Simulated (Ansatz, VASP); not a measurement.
## Ru: VASP beside Ansatz

```
Ru
1.0
     2.68953    0.00000    0.00000
    -1.34476    2.32920    0.00000
     0.00000    0.00000    4.25205
Ru
2
Direct
  0.33333 0.66667 0.25000
  0.66667 0.33333 0.75000
```

Alike in both runs: functional PBEsol; k mesh 18 × 18 × 10; occupations gaussian, width 0.1 eV; no spin polarisation.

Ansatz relaxed the structure, and its values are those at the end. VASP's run is a single point on that final structure, the one shown.

|  | VASP | Ansatz |
| --- | --- | --- |
| version | VASP 6.6.1 | Ansatz 0.2.0 |
| potentials or method | VASP PAW PBE potentials, release 64 (Ru_pv), cutoff 520 eV | scalar-relativistic, plane waves, PAW |
| valence electrons in the cell | 28 | 32 |

|  | VASP | Ansatz | Ansatz less VASP |
| --- | --- | --- | --- |
| gap on the k mesh at the Fermi level (eV) | none | none | - |
| pressure (GPa) | -0.1 | 0.0 | +0.05 |

VASP's potentials were made for PBE, not for PBEsol. A gap of «none» marks a metal or a gap that the smearing closes. With one functional, cell and mesh, what is left measures potentials, basis and numerics. VASP's potentials hold 28 valence electrons a cell and Ansatz's 32, so a difference there can come from the potentials and not from the codes.
